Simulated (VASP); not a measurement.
# Al2Cu (Pmm2) in VASP: further runs

The runs below take Al2Cu through single point, with PBE.

All numbers are computed with VASP 6.6.1; they aren't measurements. Logs are shortened: lines on timing, memory, paths and dates and some standing lists are left out, and cuts for length are marked.

## (1) The cell of the first run

It takes space group Pmm2 (No. 25, orthorhombic). Conventional cell: a = 2.885 Å, b = 4.286 Å, c = 4.286 Å, α = 90.00°, β = 90.00°, γ = 90.00°. Within 3.4 Å of Al (site symmetry mm2) lie 4 Cu at 2.58 Å and 6 Al at 2.88 to 3.16 Å. Within 3.2 Å of Al (site symmetry mm2) lie 4 Cu at 2.42 to 2.75 Å and 6 Al at 2.88 to 3.16 Å. Within 3.2 Å of Cu (site symmetry mm2) lie 8 Al at 2.42 to 2.75 Å and 2 Cu at 2.88 Å.

## (2) Single point, PBE (atoms displaced along a vibrational mode, the cell strained)

Input file INCAR:

```
PREC = Accurate
ENCUT = 520
EDIFF = 1E-7
ISMEAR = 0
SIGMA = 0.15
LREAL = False
LASPH = True
NELM = 80
ALGO = Fast
ISIF = 2
LWAVE = False
LCHARG = False
GGA = PE
NBANDS = 16
```

Input file KPOINTS:

```
Automatic mesh
0
Gamma
  10 10 14
```

Input file POSCAR:

```
Al2Cu
1.0
    4.2860091319      0.0000000000      0.0000000000
    0.0000000000      4.2860091319      0.0000000000
    0.0000000000      0.0000000000      2.8847334069
Al Cu
2 1
Direct
    0.5000000000      0.0078152784      0.5000000000
    0.0000000000      0.4655437038      0.5000000000
    0.0000000000      0.0113117371      0.0000000000
```

Potentials or basis: VASP PAW PBE potentials, release 64 (Al, Cu).

The run is started by

```bash
> cat potpaw_PBE.64/Al/POTCAR potpaw_PBE.64/Cu/POTCAR > POTCAR
> mpirun -np 1 vasp_std > vasp.out
```

OUTCAR:

```text
PREC = Accurate
   ENCUT = 520
   EDIFF = 1E-7
   ISMEAR = 0
   LREAL = False
   LASPH = True
   NELM = 80
   ISIF = 2
   GGA = PE

 ion  position               nearest neighbor table
   1  0.500  0.008  0.500-   3 2.58   3 2.58   3 2.58   3 2.58   2 2.91   2 2.91   2 3.16   2 3.16

   2  0.000  0.466  0.500-   3 2.42   3 2.42   3 2.75   3 2.75   1 2.91   1 2.91   1 3.16   1 3.16

   3  0.000  0.011  0.000-   2 2.42   2 2.42   1 2.58   1 2.58   1 2.58   1 2.58   2 2.75   2 2.75

  LATTYP: Found a simple tetragonal cell.
 ALAT       =     4.2860091319
 C/A-ratio  =     0.6730581569

  Lattice vectors:

 A1 = (   4.2860091319,   0.0000000000,   0.0000000000)
 A2 = (   0.0000000000,   4.2860091319,   0.0000000000)
 A3 = (   0.0000000000,   0.0000000000,   2.8847334069)

Analysis of symmetry for initial positions (statically):
=====================================================================
 Subroutine PRICEL returns:
 Original cell was already a primitive cell.

 Routine SETGRP: Setting up the symmetry group for a
 simple tetragonal supercell.

 Subroutine GETGRP returns: Found  4 space group operations
 (whereof  4 operations were pure point group operations)
 out of a pool of 16 trial point group operations.

The static configuration has the point symmetry C_2v.

Analysis of symmetry for dynamics (positions and initial velocities):
=====================================================================
 Subroutine PRICEL returns:
 Original cell was already a primitive cell.

 Routine SETGRP: Setting up the symmetry group for a
 simple tetragonal supercell.

 Subroutine GETGRP returns: Found  4 space group operations
 (whereof  4 operations were pure point group operations)
 out of a pool of 16 trial point group operations.

The dynamic configuration has the point symmetry C_2v.

 Subroutine INISYM returns: Found  4 space group operations
 (whereof  4 operations are pure point group operations),
 and found     1 'primitive' translations

----------------------------------------------------------------------------------------

                                     Primitive cell

  volume of cell :      52.9922

  direct lattice vectors                    reciprocal lattice vectors
     4.286009132  0.000000000  0.000000000     0.233317282  0.000000000  0.000000000
[... 82 lines left out ...]
   ISPIN  =      1    spin polarized calculation?
   LNONCOLLINEAR =      F non collinear calculations
   LSORBIT =      F    spin-orbit coupling
   LASPH  =      T    aspherical Exc in radial PAW
   ENCUT  =  520.0 eV  38.22 Ry    6.18 a.u.   7.97  7.97  5.36*2*pi/ulx,y,z
   NELM   =     80;   NELMIN=  2; NELMDL= -5     # of ELM steps
   EDIFF  = 0.1E-06   stopping-criterion for ELM
   LREAL  =      F    real-space projection
   EDIFFG = 0.1E-05   stopping-criterion for IOM
   NSW    =      0    number of steps for IOM
   IBRION =     -1    ionic relax: 0-MD 1-quasi-New 2-CG
   NFREE  =      0    steps in history (QN), initial steepest desc. (CG)
   ISIF   =      2    stress and relaxation
   ISYM   =      2    0-nonsym 1-usesym 2-fastsym
   POTIM  = 0.5000    time-step for ionic-motion
   TEBEG  =    0.0;   TEEND  =   0.0 temperature during run
   PSTRESS=    0.0 pullay stress
   NELECT =      17.0000    total number of electrons
   NUPDOWN=      -1.0000    fix difference up-down
   EMIN   =  10.00;   EMAX   =-10.00  energy-range for DOS
   EFERMI =   0.00;   METHOD = LEGACY
   ISMEAR =     0;   SIGMA  =   0.15  broadening in eV -4-tet -1-fermi 0-gaus
   EFERMI_NEDOS =   21; number of points for ismear=-14 and -15
   IALGO  =     68    algorithm
   IMIX   =      4    mixing-type and parameters
     AMIX     =   0.40;   BMIX     =  1.00
     AMIX_MAG =   1.60;   BMIX_MAG =  1.00
  volume/ion in A,a.u.               =      17.66       119.20
  Fermi-wavevector in a.u.,A,eV,Ry     =   1.120694  2.117805 17.088316  1.255956
  Thomas-Fermi vector in A             =   2.257343
   LORBIT       =      0    0 simple, 1 ext, 2 COOP (PROOUT), +10 PAW based schemes
   GGA     = PE    functional components
   LHFCALC =     F    Hartree Fock is set to
   AEXX    =    0.0000 exact exchange contribution
   IVDW    =     0    specifies the selected vdW correction
   LEPSILON=     F    determine dielectric tensor
   LRPA    =     F    only Hartree local field effects (RPA)
 non-spin polarized calculation
 RMM-DIIS sequential band-by-band and
 Gauss-broadening in eV      SIGMA  =   0.15
  energy-cutoff  :      520.00
  volume of cell :       52.99
 maximum number of plane-waves:      1448
   NGX = 15   NGY = 15   NGZ = 11

 number of electron      17.0000000 magnetization

 Free energy of the ion-electron system (eV)
  ---------------------------------------------------
  ext. energy  EPLUGINS =         0.00000000
  ---------------------------------------------------
  free energy    TOTEN  =       -11.10441604 eV

  energy without entropy =      -11.09353705  energy(sigma->0) =      -11.09897655

 E-fermi :   6.3343     XC(G=0): -10.0351

 val. band max:        6.3137260160   @ k =   0.5000   0.2000   0.3571
 cond. band min:       6.3353950024   @ k =  -0.1000   0.2000   0.5000
 fundamental gap:      0.0216689864
 Fermi energy:         6.3343264817

 k-point     1 :       0.0000    0.0000    0.0000
  band No.  band energies     occupation
      1      -3.7008      2.00000
      2       1.1111      2.00000
      3       1.7219      2.00000
      4       2.3147      2.00000
      5       2.5539      2.00000
      6       2.5850      2.00000
[... 433 lines left out ...]
      3       1.4666      2.00000
      4       2.0095      2.00000
      5       2.2798      2.00000
      6       2.5495      2.00000
[... 8 lines left out ...]
     15      16.2680      0.00000
     16      17.3552      0.00000

 [... further k-points ...]
[... 5 lines left out ...]
  --------------------------------------------------------------------------------------
  -------------------------------------------------------------------------------------
  Total       -1.8205204     -1.2412695     -0.9810549      0.0000000      0.0000000      0.0000000
  in kB      -55.0420071    -37.5288096    -29.6614266      0.0000000      0.0000000      0.0000000
  external PRESSURE =     -40.7440811 kB  Pullay stress =       0.0000000 kB

 VOLUME and BASIS-vectors are now :
 -----------------------------------------------------------------------------
  energy-cutoff  :      520.00
  volume of cell :       52.99
      direct lattice vectors                 reciprocal lattice vectors
     4.286009132  0.000000000  0.000000000     0.233317282  0.000000000  0.000000000
     0.000000000  4.286009132  0.000000000     0.000000000  0.233317282  0.000000000
     0.000000000  0.000000000  2.884733407     0.000000000  0.000000000  0.346652484

 POSITION                                       TOTAL-FORCE (eV/Angst)
 -----------------------------------------------------------------------------------
      2.14300      0.03350      1.44237         0.000000     -0.245489      0.000000
      0.00000      1.99532      1.44237         0.000000      1.262329      0.000000
      0.00000      0.04848      0.00000         0.000000     -1.016840      0.000000
 -----------------------------------------------------------------------------------
    total drift:                               -0.000000      0.000769     -0.000015

  FREE ENERGIE OF THE ION-ELECTRON SYSTEM (eV)
  ---------------------------------------------------
  free  energy   TOTEN  =       -11.1044160440 eV

  energy  without entropy=      -11.0935370518  energy(sigma->0) =      -11.09897655
```

OSZICAR:

```text
N       E                     dE             d eps       ncg     rms          rms(c)
DAV:   1     0.614504482514E+02    0.61450E+02   -0.67833E+03  9248   0.108E+03
DAV:   2    -0.104223250898E+02   -0.71873E+02   -0.63607E+02  9680   0.196E+02
DAV:   3    -0.130073570302E+02   -0.25850E+01   -0.25247E+01 12632   0.425E+01
DAV:   4    -0.130666486832E+02   -0.59292E-01   -0.59269E-01 11144   0.543E+00
[... 11 lines left out ...]
RMM:  16    -0.111044168101E+02   -0.46493E-05   -0.47303E-05 13585   0.466E-02    0.814E-03
RMM:  17    -0.111044167279E+02    0.82171E-07   -0.68784E-06 13646   0.208E-02    0.109E-02
RMM:  18    -0.111044164386E+02    0.28933E-06   -0.16111E-06 12759   0.946E-03    0.852E-03
RMM:  19    -0.111044161202E+02    0.31839E-06   -0.48995E-07 11074   0.965E-03    0.597E-03
RMM:  20    -0.111044160440E+02    0.76235E-07   -0.15548E-07  7036   0.353E-03
   1 F= -.11104416E+02 E0= -.11098977E+02  d E =-.108790E-01
```

Run time: 6.3 min. Hardware: 1 thread of Intel Xeon 8259CL, shared host; peak memory 0.35 GiB.

Results:

```yaml
Free_energy: -11.1044 eV
Pressure: -4.1 GPa
Largest_force: 1.262 eV/Å
Band_gap_on_the_k_mesh: zero (an odd number of electrons rules out a gap without spin polarisation)
```

Forces in eV/Å, atoms in the order of the input:
```
Al   0.000 -0.245  0.000
Al   0.000  1.262  0.000
Cu   0.000 -1.017  0.000
```

Stress tensor (GPa, compression positive):
```
-5.50  0.00  0.00
 0.00 -3.75  0.00
 0.00  0.00 -2.97
```

Caveat: the cell differs from its parent crystal (atoms displaced along a vibrational mode, the cell strained); the cell stands under tension; forces of over 1 eV/Å act on the atoms, so gaps and moduli don't describe the material at rest.

## (3) Single point, PBE (atoms displaced along a vibrational mode, the cell strained)

Input file INCAR:

```
SYSTEM = Al2Cu
PREC = Accurate
ENCUT = 520
EDIFF = 1E-6
ISMEAR = 0
SIGMA = 0.15
LREAL = .False.
LASPH = .True.
NELM = 80
ALGO = Fast
ISIF = 2
LWAVE = .False.
LCHARG = .True.
GGA = PE
LELF = .True.
LVHAR = .True.
NBANDS = 16
```

Input file KPOINTS:

```
Automatic mesh
0
Gamma
  10 10 14
  0 0 0
```

Input file POSCAR:

```
Al2Cu
1.0
    4.2860091319      0.0000000000      0.0000000000
    0.0000000000      4.2860091319      0.0000000000
    0.0000000000      0.0000000000      2.8847334069
Al Cu
2 1
Direct
    0.5000000000      0.0058614588      0.5000000000
    0.0000000000      0.4741577779      0.5000000000
    0.0000000000      0.0084838028      0.0000000000
```

Potentials or basis: VASP PAW PBE potentials, release 64 (Al, Cu).

The run is started by

```bash
> cat potpaw_PBE.64/Al/POTCAR potpaw_PBE.64/Cu/POTCAR > POTCAR
> mpirun -np 1 vasp_std > vasp.out
```

It took 5.1 min on 1 thread of Intel Xeon 8259CL, shared host; peak memory 0.34 GiB.

The run converged. Its results:

- Free energy: -11.1571 eV
- Pressure: -4.4 GPa
- Largest force: 0.924 eV/Å
- Band gap on the k mesh: zero (an odd number of electrons rules out a gap without spin polarisation)

Forces in eV/Å, atoms in the order of the input:
```
Al   0.000 -0.181  0.000
Al   0.000  0.924  0.000
Cu   0.000 -0.744  0.000
```

Stress tensor (GPa, compression positive):
```
-5.44  0.00  0.00
 0.00 -4.45  0.00
 0.00  0.00 -3.40
```

Levels at points of the mesh, in eV from the Fermi level:
| k point | band 6 | band 7 | band 8 | band 9 | band 10 | band 11 | band 12 | band 13 |
| --- | --- | --- | --- | --- | --- | --- | --- | --- |
| (0.00, 0.00, 0.00) | -3.73 | -2.39 | -2.35 | -0.70 | 0.75 | 5.31 | 5.33 | 6.55 |
| (0.50, 0.00, 0.00) | -3.75 | -3.74 | -1.14 | 1.21 | 1.23 | 1.49 | 7.69 | 7.82 |
| (0.00, 0.50, 0.00) | -3.77 | -3.72 | -1.25 | 1.17 | 1.34 | 1.46 | 7.73 | 7.77 |
| (0.50, 0.50, 0.00) | -4.00 | -3.76 | -3.75 | -2.28 | 8.12 | 8.13 | 8.50 | 8.74 |
| (0.00, 0.00, 0.50) | -3.80 | -2.73 | 1.93 | 2.42 | 2.42 | 2.73 | 2.81 | 2.85 |
| (0.50, 0.00, 0.50) | -3.87 | -2.79 | -2.22 | -1.54 | 3.55 | 3.87 | 3.88 | 4.64 |
| (0.00, 0.50, 0.50) | -3.87 | -2.77 | -2.16 | -1.53 | 3.45 | 3.79 | 4.26 | 4.33 |
| (0.50, 0.50, 0.50) | -3.04 | -2.16 | -2.16 | -0.57 | -0.57 | -0.21 | -0.16 | 2.57 |

Caveat: the cell differs from its parent crystal (atoms displaced along a vibrational mode, the cell strained); the cell stands under tension.

The gap in the log of VASP goes by the Fermi energy; the results here count the filled bands.